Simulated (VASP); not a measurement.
# F (Cmce) in VASP: a series of runs

F is run at these levels: PBE; tasks: single point, relaxation of cell and atoms.

Everything below comes from runs of VASP 6.6.1. Logs are shortened: lines on timing, memory, paths and dates and some standing lists are left out, and cuts for length are marked.

**1. The cell of the first run**

Symmetry: Cmce, No. 64, orthorhombic system. The conventional cell has a = 6.341 Å, b = 3.777 Å, c = 6.806 Å, α = 90.00°, β = 90.00°, γ = 90.00°. F (site symmetry m) has 1 F at 1.42 Å within 1.9 Å.

**2. Single point, PBE**

INCAR reads:

```
PREC = Accurate
ENCUT = 600
EDIFF = 1E-6
ISMEAR = 0
SIGMA = 0.02
LREAL = F
LASPH = T
NELM = 120
ALGO = Normal
ISIF = 2
LWAVE = F
LCHARG = T
GGA = PE
LELF = T
LVHAR = T
NBANDS = 22
GGA_COMPAT = F
```

KPOINTS reads:

```
regular mesh
0
Gamma
  8 8 4
```

POSCAR reads:

```
F
1.0
    3.1705173465     -1.8885337590      0.0000000000
    3.1705173465      1.8885337590      0.0000000000
    0.0000000000      0.0000000000      6.8064356986
F
4
Direct
    0.9139933440      0.0860066560      0.0925004340
    0.5860066560      0.4139933440      0.5925004340
    0.4139933440      0.5860066560      0.4074995660
    0.0860066560      0.9139933440      0.9074995660
```

Potentials or basis: VASP PAW PBE potentials, release 64 (F).

Command:

```console
cat potpaw_PBE.64/F/POTCAR > POTCAR
mpirun -np 1 vasp_std > vasp.out
```

OUTCAR:

```text
PREC = Accurate
   ENCUT = 600
   EDIFF = 1E-6
   ISMEAR = 0
   LREAL = F
   LASPH = T
   NELM = 120
   ISIF = 2
   GGA = PE

 ion  position               nearest neighbor table
   1  0.914  0.086  0.093-   4 1.42
   2  0.586  0.414  0.593-   3 1.42
   3  0.414  0.586  0.407-   2 1.42
   4  0.086  0.914  0.907-   1 1.42

  LATTYP: Found a base centered orthorhombic cell.
 ALAT       =     3.7770675180
 B/A-ratio  =     1.6788248192
 C/A-ratio  =     1.8020423692

  Lattice vectors:

 A1 = (  -3.1705173465,  -1.8885337590,   0.0000000000)
 A2 = (   3.1705173465,  -1.8885337590,   0.0000000000)
 A3 = (   0.0000000000,   0.0000000000,   6.8064356986)

Analysis of symmetry for initial positions (statically):
=====================================================================
 Subroutine PRICEL returns:
 Original cell was already a primitive cell.

 Routine SETGRP: Setting up the symmetry group for a
 base centered orthorhombic supercell.

 Subroutine GETGRP returns: Found  8 space group operations
 (whereof  4 operations were pure point group operations)
 out of a pool of  8 trial point group operations.

The static configuration has the point symmetry C_2h.
 The point group associated with its full space group is D_2h.

Analysis of symmetry for dynamics (positions and initial velocities):
=====================================================================
 Subroutine PRICEL returns:
 Original cell was already a primitive cell.

 Routine SETGRP: Setting up the symmetry group for a
 base centered orthorhombic supercell.

 Subroutine GETGRP returns: Found  8 space group operations
 (whereof  4 operations were pure point group operations)
 out of a pool of  8 trial point group operations.

The dynamic configuration has the point symmetry C_2h.
 The point group associated with its full space group is D_2h.

 Subroutine INISYM returns: Found  8 space group operations
 (whereof  4 operations are pure point group operations),
 and found     1 'primitive' translations

----------------------------------------------------------------------------------------

                                     Primitive cell

  volume of cell :      81.5088

  direct lattice vectors                    reciprocal lattice vectors
     3.170517347 -1.888533759  0.000000000     0.157702969 -0.264755659  0.000000000
     3.170517347  1.888533759  0.000000000     0.157702969  0.264755659  0.000000000
     0.000000000  0.000000000  6.806435699     0.000000000  0.000000000  0.146919775

  length of vectors
     3.690357707  3.690357707  6.806435699     0.308165192  0.308165192  0.146919775

  position of ions in fractional coordinates (direct lattice)
     0.913993344  0.086006656  0.092500434
     0.586006656  0.413993344  0.592500434
     0.413993344  0.586006656  0.407499566
     0.086006656  0.913993344  0.907499566

  ion indices of the primitive-cell ions
   primitive index   ion index
                 1           1
                 2           2
                 3           3
                 4           4

----------------------------------------------------------------------------------------

 KPOINTS: regular mesh

Automatic generation of k-mesh.
 Grid dimensions read from file:
 generate k-points for:    8    8    4

 Generating k-lattice:

  Cartesian coordinates                     Fractional coordinates (reciprocal lattice)
     0.019712871 -0.033094457  0.000000000     0.125000000 -0.000000000  0.000000000
     0.019712871  0.033094457  0.000000000    -0.000000000  0.125000000  0.000000000
     0.000000000  0.000000000  0.036729944     0.000000000  0.000000000  0.250000000

  Length of vectors
     0.038520649  0.038520649  0.036729944

  Shift w.r.t. Gamma in fractional coordinates (k-lattice)
     0.000000000  0.000000000  0.000000000

 Subroutine IBZKPT returns following result:
 ===========================================

 Found     63 irreducible k-points:

 Following reciprocal coordinates:
            Coordinates               Weight
  0.000000  0.000000  0.000000      1.000000
  0.125000  0.000000  0.000000      4.000000
  0.250000  0.000000  0.000000      4.000000
  0.375000 -0.000000  0.000000      4.000000
  0.500000  0.000000  0.000000      2.000000
  0.125000  0.125000  0.000000      2.000000
[... 16 lines left out ...]
  0.125000  0.000000  0.250000      8.000000
  0.250000  0.000000  0.250000      8.000000
 [... further k-points ...]
   k-points           NKPTS =     63   k-points in BZ     NKDIM =     63   number of bands    NBANDS=     22
   number of dos      NEDOS =    301   number of ions     NIONS =      4
   total plane-waves  NPLWV =  48600
   dimension x,y,z NGX =    30 NGY =   30 NGZ =   54
   dimension x,y,z NGXF=    60 NGYF=   60 NGZF=  108
   ions per type =               4
   NGX,Y,Z   is equivalent  to a cutoff of  13.51, 13.51, 13.19 a.u.
   NGXF,Y,Z  is equivalent  to a cutoff of  27.03, 27.03, 26.38 a.u.
 SYSTEM =  unknown system
   PREC   = accura    normal or accurate (medium, high low for compatibility)
   ISTART =      0    job   : 0-new  1-cont  2-samecut
   ICHARG =      2    charge: 1-file 2-atom 10-const
   ISPIN  =      1    spin polarized calculation?
   LNONCOLLINEAR =      F non collinear calculations
   LSORBIT =      F    spin-orbit coupling
   LASPH  =      T    aspherical Exc in radial PAW
   ENCUT  =  600.0 eV  44.10 Ry    6.64 a.u.   7.37  7.37 13.59*2*pi/ulx,y,z
   NELM   =    120;   NELMIN=  2; NELMDL= -5     # of ELM steps
   EDIFF  = 0.1E-05   stopping-criterion for ELM
   LREAL  =      F    real-space projection
   EDIFFG = 0.1E-04   stopping-criterion for IOM
   NSW    =      0    number of steps for IOM
   IBRION =     -1    ionic relax: 0-MD 1-quasi-New 2-CG
   NFREE  =      0    steps in history (QN), initial steepest desc. (CG)
   ISIF   =      2    stress and relaxation
   ISYM   =      2    0-nonsym 1-usesym 2-fastsym
   POTIM  = 0.5000    time-step for ionic-motion
   TEBEG  =    0.0;   TEEND  =   0.0 temperature during run
   PSTRESS=    0.0 pullay stress
   NELECT =      28.0000    total number of electrons
   NUPDOWN=      -1.0000    fix difference up-down
   EMIN   =  10.00;   EMAX   =-10.00  energy-range for DOS
   EFERMI =   0.00;   METHOD = LEGACY
   ISMEAR =     0;   SIGMA  =   0.02  broadening in eV -4-tet -1-fermi 0-gaus
   EFERMI_NEDOS =   21; number of points for ismear=-14 and -15
   IALGO  =     38    algorithm
   IMIX   =      4    mixing-type and parameters
     AMIX     =   0.40;   BMIX     =  1.00
     AMIX_MAG =   1.60;   BMIX_MAG =  1.00
  volume/ion in A,a.u.               =      20.38       137.51
  Fermi-wavevector in a.u.,A,eV,Ry     =   1.146549  2.166664 17.885874  1.314575
  Thomas-Fermi vector in A             =   2.283233
   LORBIT       =      0    0 simple, 1 ext, 2 COOP (PROOUT), +10 PAW based schemes
   GGA     = PE    functional components
   LHFCALC =     F    Hartree Fock is set to
   AEXX    =    0.0000 exact exchange contribution
   IVDW    =     0    specifies the selected vdW correction
   LEPSILON=     F    determine dielectric tensor
   LRPA    =     F    only Hartree local field effects (RPA)
 non-spin polarized calculation
 Gauss-broadening in eV      SIGMA  =   0.02
  energy-cutoff  :      600.00
  volume of cell :       81.51
 maximum number of plane-waves:      2753
 NGX is ok and might be reduce to    30
   NGX = 15   NGY = 15   NGZ = 27

 number of electron      28.0000014 magnetization

 Free energy of the ion-electron system (eV)
  ---------------------------------------------------
  ext. energy  EPLUGINS =         0.00000000
  ---------------------------------------------------
  free energy    TOTEN  =        -7.32949068 eV

  energy without entropy =       -7.32949068  energy(sigma->0) =       -7.32949068

 E-fermi :  -6.0957     XC(G=0):  -6.6310

 val. band max:       -6.2119340034   @ k =   0.0000   0.0000   0.0000
 cond. band min:      -3.1137376036   @ k =   0.0000   0.0000   0.0000
 fundamental gap:      3.0981963998
 Fermi energy:        -6.0957252742

 k-point     1 :       0.0000    0.0000    0.0000
  band No.  band energies     occupation
      1     -30.9129      2.00000
      2     -30.8365      2.00000
      3     -24.7056      2.00000
      4     -24.4962      2.00000
      5     -12.4879      2.00000
      6     -12.0276      2.00000
[... 14 lines left out ...]
     21      12.8699      0.00000
     22      13.3879      0.00000

 k-point     2 :       0.1250    0.0000    0.0000
  band No.  band energies     occupation
      1     -30.9063      2.00000
      2     -30.8356      2.00000
      3     -24.6981      2.00000
      4     -24.5047      2.00000
      5     -12.4744      2.00000
      6     -12.0456      2.00000
[... 14 lines left out ...]
     21      12.4716      0.00000
     22      12.7854      0.00000

 k-point     3 :       0.2500    0.0000    0.0000
  band No.  band energies     occupation
      1     -30.8892      2.00000
      2     -30.8349      2.00000
      3     -24.6766      2.00000
      4     -24.5289      2.00000
      5     -12.4330      2.00000
      6     -12.0981      2.00000
[... 14 lines left out ...]
     21      11.2442      0.00000
     22      11.4586      0.00000
[... 476 lines left out ...]
 k-point    23 :       0.1250    0.0000    0.2500
  band No.  band energies     occupation
      1     -30.8962      2.00000
      2     -30.8462      2.00000
      3     -24.6699      2.00000
      4     -24.5332      2.00000
      5     -12.4150      2.00000
      6     -12.1123      2.00000
[... 14 lines left out ...]
     21      11.3939      0.00000
     22      12.4273      0.00000

 k-point    24 :       0.2500    0.0000    0.2500
  band No.  band energies     occupation
      1     -30.8813      2.00000
      2     -30.8430      2.00000
      3     -24.6551      2.00000
      4     -24.5507      2.00000
      5     -12.3830      2.00000
      6     -12.1455      2.00000
[... 14 lines left out ...]
     21      10.4477      0.00000
     22      11.3942      0.00000

 [... further k-points ...]

------------------------ aborting loop because EDIFF is reached ----------------------------------------

  FORCE on cell =-STRESS in cart. coord.  units (eV):
  Direction    XX          YY          ZZ          XY          YZ          ZX
  --------------------------------------------------------------------------------------
  -------------------------------------------------------------------------------------
  Total       -0.2035759      0.0092984      0.5902162      0.0000000      0.0000000      0.0000000
  in kB       -4.0015869      0.1827749     11.6015793      0.0000000      0.0000000      0.0000000
  external PRESSURE =       2.5942557 kB  Pullay stress =       0.0000000 kB

 VOLUME and BASIS-vectors are now :
 -----------------------------------------------------------------------------
  energy-cutoff  :      600.00
  volume of cell :       81.51
      direct lattice vectors                 reciprocal lattice vectors
     3.170517347 -1.888533759  0.000000000     0.157702969 -0.264755659  0.000000000
     3.170517347  1.888533759  0.000000000     0.157702969  0.264755659  0.000000000
     0.000000000  0.000000000  6.806435699     0.000000000  0.000000000  0.146919775

 POSITION                                       TOTAL-FORCE (eV/Angst)
 -----------------------------------------------------------------------------------
      3.17052     -1.56368      0.62960         0.000000      0.163737      0.319869
      3.17052     -0.32485      4.03282         0.000000     -0.163737      0.319869
      3.17052      0.32485      2.77362         0.000000      0.163737     -0.319869
      3.17052      1.56368      6.17684         0.000000     -0.163737     -0.319869
 -----------------------------------------------------------------------------------
    total drift:                               -0.000000      0.000000     -0.000000

  FREE ENERGIE OF THE ION-ELECTRON SYSTEM (eV)
  ---------------------------------------------------
  free  energy   TOTEN  =        -7.3294906845 eV

  energy  without entropy=       -7.3294906845  energy(sigma->0) =       -7.32949068
```

Wall time 2.1 min (1 thread of Intel Xeon 8259CL, shared host); peak memory 0.26 GiB.

What came out:

| Quantity | Value |
| --- | --- |
| Free energy | -7.3295 eV |
| Pressure | 0.3 GPa |
| Largest force | 0.359 eV/Å |
| Band gap on the k mesh | 3.10 eV |

Forces in eV/Å, atoms in the order of the input:
```
F    0.000  0.164  0.320
F    0.000 -0.164  0.320
F    0.000  0.164 -0.320
F    0.000 -0.164 -0.320
```

Caveat: this functional lacks dispersion, which holds the molecules together, so the pressure and a relaxed volume are unreliable.

**3. Relaxation of cell and atoms, PBE**

INCAR reads:

```
  ALGO = Normal
  EDIFF = 1E-7
  EDIFFG = -0.01
  ENCUT = 600
  GGA = PE
  GGA_COMPAT = F
  IBRION = 2
  ISIF = 3
  ISMEAR = 0
  LASPH = T
  LCHARG = F
  LREAL = F
  LWAVE = F
  NELM = 120
  NELMIN = 4
  NSW = 100
  PREC = Accurate
  SIGMA = 0.02
```

KPOINTS reads:

```
k-points
0
Gamma
  8 8 4
```

POSCAR is that of step 2.

Potentials or basis: VASP PAW PBE potentials, release 64 (F).

Command:

```console
cat potpaw_PBE.64/F/POTCAR > POTCAR
mpirun -np 1 vasp_std > vasp.out
```

Wall time 27 min (1 thread of Intel Xeon 8259CL, shared host); peak memory 0.26 GiB.

The run converged. Its results:

| Quantity | Value |
| --- | --- |
| Free energy | -7.3637 eV |
| Relaxed volume | 16.39 Å³/atom |
| Relaxed cell | a = 3.333 Å, b = 3.333 Å, c = 6.591 Å, α = 90.00°, β = 90.00°, γ = 63.55° |
| Space group after relaxing (to 0.1 Å) | Cmce (No. 64) |
| Energy gained by relaxing | 8.6 meV/atom |
| Ionic steps | 25 |
| Pressure after relaxing | 0.0 GPa |
| Largest force after relaxing | 0.010 eV/Å |
| Band gap on the k mesh | 2.83 eV |

Forces on the atoms (eV/Å):
```
F    0.000 -0.006 -0.008
F    0.000  0.006 -0.008
F    0.000 -0.006  0.008
F    0.000  0.006  0.008
```

Step by step:
```tsv
step	energy change (eV)	largest force (eV/Å)	pressure (GPa)	volume (Å³)
1	0.0000	0.3591	0.26	81.51
2	0.0303	0.9757	-2.32	81.90
3	-0.0034	0.0089	-0.40	81.60
4	-0.0034	0.0156	-0.39	81.60
5	-0.0047	0.0159	-0.39	81.12
6	-0.0084	0.0185	-0.38	79.69
7	-0.0154	0.0300	-0.32	76.88
8	-0.0262	0.0775	-0.05	71.45
9	-0.0140	0.2770	1.52	61.38
10	-0.0281	0.1764	0.34	68.74
11	-0.0290	0.0943	0.18	68.44
12	-0.0295	0.0411	-0.09	67.97
13	-0.0295	0.0356	-0.07	67.99
14	-0.0296	0.0360	-0.07	67.94
15	-0.0298	0.0375	-0.07	67.79
16	-0.0301	0.0404	-0.06	67.48
17	-0.0307	0.0463	-0.04	66.87
18	-0.0314	0.0582	0.00	65.67
19	-0.0310	0.1541	0.51	65.44
20	-0.0316	0.0268	0.20	65.58
21	-0.0320	0.0301	0.19	65.57
22	-0.0330	0.0422	0.20	65.55
23	-0.0340	0.0746	0.23	65.50
24	-0.0321	0.2599	-0.60	65.72
25	-0.0342	0.0096	0.02	65.55
```

Final structure:
```yaml
crystal:
  lattice:
    - [2.83350, -1.75508, 0.00000]
    - [2.83350, 1.75508, 0.00000]
    - [0.00000, 0.00000, 6.59060]
  atoms:
    - { symbol: F, position: [0.90602, 0.09398, 0.09612] }
    - { symbol: F, position: [0.59398, 0.40602, 0.59612] }
    - { symbol: F, position: [0.40602, 0.59398, 0.40388] }
    - { symbol: F, position: [0.09398, 0.90602, 0.90388] }
```

Levels at points of the mesh, in eV from the valence-band top:
```
           k point  band 12  band 13  band 14  band 15  band 16  band 17
(0.00, 0.00, 0.00)    -0.09    -0.08     0.00     2.83     3.59     9.20
(0.50, 0.00, 0.00)    -0.29    -0.10    -0.10     3.30     3.30    13.39
(0.50, 0.50, 0.00)    -0.48    -0.09    -0.04     3.02     3.54    13.28
(0.00, 0.00, 0.50)    -0.27    -0.04    -0.04     3.18     3.18    10.15
(0.50, 0.00, 0.50)    -0.24    -0.05    -0.05     3.27     3.27    13.87
(0.50, 0.50, 0.50)    -0.30    -0.29    -0.29     3.27     3.27    13.84
```

Caveat: the volume moved by over 15 % at a fixed basis, so the end points are rough; this functional lacks dispersion, which holds the molecules together, so the pressure and a relaxed volume are unreliable.
